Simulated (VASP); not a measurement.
# SiC (I-4m2) in VASP: notebook

SiC is run at these levels: r2SCAN; tasks: single point.

Everything below comes from runs of VASP 6.6.1. Logs are shortened: lines on timing, memory, paths and dates and some standing lists are left out, and cuts for length are marked.

### 1 The cell of the first run

Symmetry: I-4m2, No. 119, tetragonal system. Conventional cell: a = 3.065 Å, b = 3.065 Å, c = 4.369 Å, α = 90.00°, β = 90.00°, γ = 90.00°. Si (site symmetry -4m2) has 4 C at 1.88 Å within 2.5 Å. C (site symmetry -4m2) has 4 Si at 1.88 Å within 2.5 Å.

### 2 Single point, r2SCAN (in-plane strain -0.005)

File POSCAR:

```
SiC
1.0
    2.1672791796      2.1672791796      0.0000000000
   -2.1672791796      2.1672791796      0.0000000000
    0.0000000000      2.1672791796      2.1847045398
Si C
1 1
Direct
    0.0000000000      0.0000000000      0.0000000000
    0.7500000000      0.2500000000      0.5000000000
```

File INCAR.step1:

```
PREC     = Accurate       # precision mode
ENCUT    = 520            # plane-wave cutoff, eV
ISMEAR   = 0              # smearing method
SIGMA    = 0.01           # smearing width, eV
LREAL    = False          # projectors in reciprocal space
LASPH    = True           # aspherical terms in the spheres
NELM     = 80             # most SCF steps
NBANDS   = 11             # bands
GGA      = PE             # functional
ALGO     = Normal         # electronic algorithm
EDIFF    = 1E-4           # SCF threshold, eV
LWAVE    = True           # write WAVECAR
LCHARG   = False          # write CHGCAR
```

File INCAR.step2:

```
PREC     = Accurate       # precision mode
ENCUT    = 520            # plane-wave cutoff, eV
EDIFF    = 1E-7           # SCF threshold, eV
ISMEAR   = 0              # smearing method
SIGMA    = 0.01           # smearing width, eV
LREAL    = False          # projectors in reciprocal space
LASPH    = True           # aspherical terms in the spheres
NELM     = 80             # most SCF steps
ALGO     = Normal         # electronic algorithm
ISIF     = 2              # what is computed and relaxed
LWAVE    = False          # write WAVECAR
LCHARG   = False          # write CHGCAR
METAGGA  = R2SCAN         # meta-GGA
LMIXTAU  = True         
NBANDS   = 11             # bands
ISTART   = 1
```

File KPOINTS:

```
Automatic mesh
0
Gamma
  10 10 10
```

Potentials or basis: VASP PAW PBE potentials, release 64 (Si, C).

Run with:

```
cat potpaw_PBE.64/Si/POTCAR potpaw_PBE.64/C/POTCAR > POTCAR
cp INCAR.step1 INCAR
mpirun -np 1 vasp_std > vasp.out
cp INCAR.step2 INCAR
mpirun -np 1 vasp_std > vasp.out
```

OUTCAR:

```text
PREC = Accurate
   ENCUT = 520
   EDIFF = 1E-7
   ISMEAR = 0
   LREAL = False
   LASPH = True
   NELM = 80
   ISIF = 2
   METAGGA = R2SCAN
   ISTART = 1

 ion  position               nearest neighbor table
   1  0.000  0.000  0.000-   2 1.88   2 1.88   2 1.88   2 1.88
   2  0.750  0.250  0.500-   1 1.88   1 1.88   1 1.88   1 1.88

  LATTYP: Found a body centered tetragonal cell.
 ALAT       =     3.0649956092
 C/A-ratio  =     1.4255841237

  Lattice vectors:

 A1 = (   2.1672791796,   0.0000000000,  -2.1847045398)
 A2 = (  -2.1672791796,   0.0000000000,  -2.1847045398)
 A3 = (   0.0000000000,   2.1672791796,   2.1847045398)

Analysis of symmetry for initial positions (statically):
=====================================================================
 Subroutine PRICEL returns:
 Original cell was already a primitive cell.

 Routine SETGRP: Setting up the symmetry group for a
 body centered tetragonal supercell.

 Subroutine GETGRP returns: Found  8 space group operations
 (whereof  8 operations were pure point group operations)
 out of a pool of 16 trial point group operations.

The static configuration has the point symmetry D_2d.

Analysis of symmetry for dynamics (positions and initial velocities):
=====================================================================
 Subroutine PRICEL returns:
 Original cell was already a primitive cell.

 Routine SETGRP: Setting up the symmetry group for a
 body centered tetragonal supercell.

 Subroutine GETGRP returns: Found  8 space group operations
 (whereof  8 operations were pure point group operations)
 out of a pool of 16 trial point group operations.

The dynamic configuration has the point symmetry D_2d.

 Subroutine INISYM returns: Found  8 space group operations
 (whereof  8 operations are pure point group operations),
 and found     1 'primitive' translations

----------------------------------------------------------------------------------------

                                     Primitive cell

  volume of cell :      20.5235

  direct lattice vectors                    reciprocal lattice vectors
     2.167279180  2.167279180  0.000000000     0.230704011  0.230704011 -0.228863899
    -2.167279180  2.167279180  0.000000000    -0.230704011  0.230704011 -0.228863899
     0.000000000  2.167279180  2.184704540     0.000000000  0.000000000  0.457727799

  length of vectors
     3.064995609  3.064995609  3.077341867     0.398531512  0.398531512  0.457727799

  position of ions in fractional coordinates (direct lattice)
     0.000000000  0.000000000  0.000000000
     0.750000000  0.250000000  0.500000000

  ion indices of the primitive-cell ions
   primitive index   ion index
                 1           1
                 2           2

----------------------------------------------------------------------------------------

 KPOINTS: Automatic mesh

Automatic generation of k-mesh.
 Grid dimensions read from file:
 generate k-points for:   10   10   10

 Generating k-lattice:

  Cartesian coordinates                     Fractional coordinates (reciprocal lattice)
     0.023070401  0.023070401 -0.022886390     0.100000000  0.000000000  0.000000000
    -0.023070401  0.023070401 -0.022886390     0.000000000  0.100000000  0.000000000
     0.000000000  0.000000000  0.045772780     0.000000000  0.000000000  0.100000000

  Length of vectors
     0.039853151  0.039853151  0.045772780

  Shift w.r.t. Gamma in fractional coordinates (k-lattice)
     0.000000000  0.000000000  0.000000000

 Subroutine IBZKPT returns following result:
 ===========================================

 Found    102 irreducible k-points:

 Following reciprocal coordinates:
            Coordinates               Weight
  0.000000  0.000000  0.000000      1.000000
  0.100000  0.000000 -0.000000      8.000000
  0.200000  0.000000 -0.000000      8.000000
  0.300000  0.000000  0.000000      8.000000
  0.400000  0.000000 -0.000000      8.000000
  0.500000  0.000000 -0.000000      4.000000
[... 16 lines left out ...]
  0.300000  0.300000  0.000000      8.000000
  0.400000  0.300000 -0.000000     16.000000
 [... further k-points ...]
   k-points           NKPTS =    102   k-points in BZ     NKDIM =    102   number of bands    NBANDS=     11
   number of dos      NEDOS =    301   number of ions     NIONS =      2
   total plane-waves  NPLWV =  13824
   dimension x,y,z NGX =    24 NGY =   24 NGZ =   24
   dimension x,y,z NGXF=    48 NGYF=   48 NGZF=   48
   ions per type =               1   1
   NGX,Y,Z   is equivalent  to a cutoff of  13.02, 13.02, 12.97 a.u.
   NGXF,Y,Z  is equivalent  to a cutoff of  26.04, 26.04, 25.93 a.u.
 SYSTEM =  unknown system
   PREC   = accura    normal or accurate (medium, high low for compatibility)
   ISTART =      1    job   : 0-new  1-cont  2-samecut
   ICHARG =      0    charge: 1-file 2-atom 10-const
   ISPIN  =      1    spin polarized calculation?
   LNONCOLLINEAR =      F non collinear calculations
   LSORBIT =      F    spin-orbit coupling
   LASPH  =      T    aspherical Exc in radial PAW
   ENCUT  =  520.0 eV  38.22 Ry    6.18 a.u.   5.70  5.70  5.72*2*pi/ulx,y,z
   NELM   =     80;   NELMIN=  2; NELMDL=  0     # of ELM steps
   EDIFF  = 0.1E-06   stopping-criterion for ELM
   LREAL  =      F    real-space projection
   EDIFFG = 0.1E-05   stopping-criterion for IOM
   NSW    =      0    number of steps for IOM
   IBRION =     -1    ionic relax: 0-MD 1-quasi-New 2-CG
   NFREE  =      0    steps in history (QN), initial steepest desc. (CG)
   ISIF   =      2    stress and relaxation
   ISYM   =      2    0-nonsym 1-usesym 2-fastsym
   POTIM  = 0.5000    time-step for ionic-motion
   TEBEG  =    0.0;   TEEND  =   0.0 temperature during run
   PSTRESS=    0.0 pullay stress
   NELECT =       8.0000    total number of electrons
   NUPDOWN=      -1.0000    fix difference up-down
   EMIN   =  10.00;   EMAX   =-10.00  energy-range for DOS
   EFERMI =   0.00;   METHOD = LEGACY
   ISMEAR =     0;   SIGMA  =   0.01  broadening in eV -4-tet -1-fermi 0-gaus
   EFERMI_NEDOS =   21; number of points for ismear=-14 and -15
   IALGO  =     38    algorithm
   IMIX   =      4    mixing-type and parameters
     AMIX     =   0.40;   BMIX     =  1.00
     AMIX_MAG =   1.60;   BMIX_MAG =  1.00
  volume/ion in A,a.u.               =      10.26        69.25
  Fermi-wavevector in a.u.,A,eV,Ry     =   1.195879  2.259884 19.458063  1.430127
  Thomas-Fermi vector in A             =   2.331834
   LORBIT       =      0    0 simple, 1 ext, 2 COOP (PROOUT), +10 PAW based schemes
   METAGGA = R2SCAN    functional components
   LHFCALC =     F    Hartree Fock is set to
   AEXX    =    0.0000 exact exchange contribution
   IVDW    =     0    specifies the selected vdW correction
   LEPSILON=     F    determine dielectric tensor
   LRPA    =     F    only Hartree local field effects (RPA)
 non-spin polarized calculation
 Gauss-broadening in eV      SIGMA  =   0.01
  energy-cutoff  :      520.00
  volume of cell :       20.52
 maximum number of plane-waves:       568
   NGX = 11   NGY = 11   NGZ = 11

 number of electron       8.0000001 magnetization

 Free energy of the ion-electron system (eV)
  ---------------------------------------------------
  ext. energy  EPLUGINS =         0.00000000
  ---------------------------------------------------
  free energy    TOTEN  =       -19.32557159 eV

  energy without entropy =      -19.32557159  energy(sigma->0) =      -19.32557159

 E-fermi :   8.1543     XC(G=0): -11.9712

 val. band max:        8.0931448619   @ k =   0.0000   0.0000   0.0000
 cond. band min:       9.7686428794   @ k =   0.5000   0.5000  -0.0000
 fundamental gap:      1.6754980176
 Fermi energy:         8.1542598857

 k-point     1 :       0.0000    0.0000    0.0000
  band No.  band energies     occupation
      1      -8.1709      2.00000
      2       8.0358      2.00000
      3       8.0931      2.00000
      4       8.0931      2.00000
      5      15.0104      0.00000
      6      15.9765      0.00000
      7      15.9765      0.00000
      8      15.9996      0.00000
      9      23.2016      0.00000
     10      23.4614      0.00000
     11      25.9728      0.00000

 k-point     2 :       0.1000    0.0000   -0.0000
  band No.  band energies     occupation
      1      -7.9672      2.00000
      2       7.0237      2.00000
      3       7.9115      2.00000
      4       7.9570      2.00000
      5      15.2492      0.00000
      6      16.2400      0.00000
      7      16.2407      0.00000
      8      16.3487      0.00000
      9      22.2844      0.00000
     10      22.4930      0.00000
     11      25.5426      0.00000

 k-point     3 :       0.2000    0.0000   -0.0000
  band No.  band energies     occupation
      1      -7.3660      2.00000
      2       4.8075      2.00000
      3       7.5795      2.00000
      4       7.6437      2.00000
      5      14.9272      0.00000
      6      16.6032      0.00000
      7      16.6410      0.00000
      8      17.6969      0.00000
      9      21.6725      0.00000
     10      21.7764      0.00000
     11      24.5934      0.00000

 k-point     4 :       0.3000    0.0000    0.0000
  band No.  band energies     occupation
      1      -6.4082      2.00000
      2       2.3911      2.00000
      3       7.2363      2.00000
      4       7.3201      2.00000
      5      14.5094      0.00000
      6      16.4087      0.00000
      7      16.5059      0.00000
      8      18.7625      0.00000
      9      22.6350      0.00000
     10      22.6475      0.00000
     11      24.3545      0.00000
[... 239 lines left out ...]
 k-point    22 :      -0.2000    0.2000    0.0000
  band No.  band energies     occupation
      1      -7.0910      2.00000
      2       5.5931      2.00000
      3       6.5218      2.00000
      4       6.5560      2.00000
      5      13.5920      0.00000
      6      15.8007      0.00000
      7      18.4095      0.00000
      8      18.5702      0.00000
      9      19.8196      0.00000
     10      24.5196      0.00000
     11      28.5315      0.00000

 k-point    23 :       0.3000    0.3000    0.0000
  band No.  band energies     occupation
      1      -3.9905      2.00000
      2       1.0747      2.00000
      3       2.6374      2.00000
      4       6.1679      2.00000
      5      13.0220      0.00000
      6      18.2530      0.00000
      7      18.8451      0.00000
      8      19.8936      0.00000
      9      22.4050      0.00000
     10      22.8483      0.00000
     11      30.4900      0.00000

 k-point    24 :       0.4000    0.3000   -0.0000
  band No.  band energies     occupation
      1      -3.3543      2.00000
      2       0.4771      2.00000
      3       2.6569      2.00000
      4       5.6184      2.00000
      5      12.1380      0.00000
      6      17.4977      0.00000
      7      19.7734      0.00000
      8      20.4998      0.00000
      9      22.4022      0.00000
     10      24.5299      0.00000
     11      30.9896      0.00000

 [... further k-points ...]

------------------------ aborting loop because EDIFF is reached ----------------------------------------

  FORCE on cell =-STRESS in cart. coord.  units (eV):
  Direction    XX          YY          ZZ          XY          YZ          ZX
  --------------------------------------------------------------------------------------
  -------------------------------------------------------------------------------------
  Total        0.2801807      0.2801807     -0.0131787      0.0000000     -0.0000000      0.0000000
  in kB       21.8723971     21.8723971     -1.0287964      0.0000000     -0.0000000      0.0000000
  external PRESSURE =      14.2386660 kB  Pullay stress =       0.0000000 kB

 VOLUME and BASIS-vectors are now :
 -----------------------------------------------------------------------------
  energy-cutoff  :      520.00
  volume of cell :       20.52
      direct lattice vectors                 reciprocal lattice vectors
     2.167279180  2.167279180  0.000000000     0.230704011  0.230704011 -0.228863899
    -2.167279180  2.167279180  0.000000000    -0.230704011  0.230704011 -0.228863899
     0.000000000  2.167279180  2.184704540     0.000000000  0.000000000  0.457727799

 POSITION                                       TOTAL-FORCE (eV/Angst)
 -----------------------------------------------------------------------------------
      0.00000      0.00000      0.00000        -0.000000     -0.000000      0.000000
      1.08364      3.25092      1.09235         0.000000      0.000000      0.000000
 -----------------------------------------------------------------------------------
    total drift:                                0.000001      0.000000     -0.000000

  FREE ENERGIE OF THE ION-ELECTRON SYSTEM (eV)
  ---------------------------------------------------
  free  energy   TOTEN  =       -19.3255715900 eV

  energy  without entropy=      -19.3255715900  energy(sigma->0) =      -19.32557159
```

Run time: 1.9 min. Hardware: 1 thread of Intel Xeon 8259CL, shared host; peak memory 0.15 GiB.

What came out:

```
Free energy            : -19.3256 eV
Pressure               : 1.4 GPa
Band gap on the k mesh : 1.68 eV (least direct gap 5.06 eV)
```

Stress tensor (GPa, compression positive):
```
 2.19  0.00  0.00
 0.00  2.19  0.00
 0.00  0.00 -0.10
```

Levels at points of the mesh, in eV from the valence-band top:
```tsv
k point	band 1	band 2	band 3	band 4	band 5	band 6	band 7	band 8
(0.00, 0.00, 0.00)	-16.26	-0.06	0.00	0.00	6.92	7.88	7.88	7.91
(0.50, 0.00, 0.00)	-12.61	-8.88	-1.18	-1.08	6.04	7.71	7.83	10.98
(0.50, 0.50, 0.00)	-11.12	-8.06	-3.40	-3.39	1.68	4.79	15.07	15.33
(0.00, 0.00, 0.50)	-11.18	-8.16	-3.31	-3.31	1.75	4.93	15.24	15.24
```

Caveat: the cell differs from its parent crystal (in-plane strain -0.005); the PAW data sets were made with another functional, which shifts forces and pressure a little. A k mesh can miss the band edges.

### 3 Single point, r2SCAN (film at in-plane strain -0.005)

Changes to POSCAR since step 2:

```diff
@@ -4,3 +4,3 @@
    -2.1672791796      2.1672791796      0.0000000000
-    0.0000000000      2.1672791796      2.1847045398
+    0.0000000000      2.1672791796      2.1850491410
 Si C
```

File INCAR.step1:

```
ALGO     = Normal         # electronic algorithm
EDIFF    = 1E-4           # SCF threshold, eV
ENCUT    = 520            # plane-wave cutoff, eV
GGA      = PE             # functional
ISMEAR   = 0              # smearing method
LASPH    = True           # aspherical terms in the spheres
LCHARG   = False          # write CHGCAR
LREAL    = False          # projectors in reciprocal space
LWAVE    = True           # write WAVECAR
NBANDS   = 11             # bands
NELM     = 100            # most SCF steps
PREC     = Accurate       # precision mode
SIGMA    = 0.01           # smearing width, eV
```

File INCAR.step2:

```
ALGO     = Normal         # electronic algorithm
EDIFF    = 1E-6           # SCF threshold, eV
ENCUT    = 520            # plane-wave cutoff, eV
ISIF     = 2              # what is computed and relaxed
ISMEAR   = 0              # smearing method
ISTART   = 1            
LASPH    = True           # aspherical terms in the spheres
LCHARG   = False          # write CHGCAR
LMIXTAU  = True         
LREAL    = False          # projectors in reciprocal space
LWAVE    = False          # write WAVECAR
METAGGA  = R2SCAN         # meta-GGA
NBANDS   = 11             # bands
NELM     = 100            # most SCF steps
PREC     = Accurate       # precision mode
SIGMA    = 0.01           # smearing width, eV
```

File KPOINTS:

```
k-points
0
Gamma
  10 10 10
```

Potentials or basis: VASP PAW PBE potentials, release 64 (Si, C).

Run with:

```
cat potpaw_PBE.64/Si/POTCAR potpaw_PBE.64/C/POTCAR > POTCAR
cp INCAR.step1 INCAR
mpirun -np 1 vasp_std > vasp.out
cp INCAR.step2 INCAR
mpirun -np 1 vasp_std > vasp.out
```

It took 1.7 min on 1 thread of Intel Xeon 8259CL, shared host; peak memory 0.15 GiB.

The run converged. Its results:

```yaml
Free_energy: -19.3256 eV
Pressure: 1.4 GPa
Band_gap_on_the_k_mesh: 1.67 eV (least direct gap 5.06 eV)
```

Stress tensor (GPa, compression positive):
```
 2.17  0.00  0.00
 0.00  2.17  0.00
 0.00  0.00 -0.17
```

Levels at points of the mesh, in eV from the valence-band top:
```tsv
k point	band 1	band 2	band 3	band 4	band 5	band 6	band 7	band 8
(0.00, 0.00, 0.00)	-16.26	-0.06	0.00	0.00	6.91	7.88	7.88	7.91
(0.50, 0.00, 0.00)	-12.61	-8.88	-1.18	-1.08	6.04	7.71	7.83	10.98
(0.50, 0.50, 0.00)	-11.12	-8.06	-3.41	-3.39	1.67	4.78	15.06	15.33
(0.00, 0.00, 0.50)	-11.18	-8.17	-3.31	-3.31	1.75	4.93	15.23	15.23
```

Caveat: the cell differs from its parent crystal (film at in-plane strain -0.005); the PAW data sets were made with another functional, which shifts forces and pressure a little.

[end of part 1 of 2]
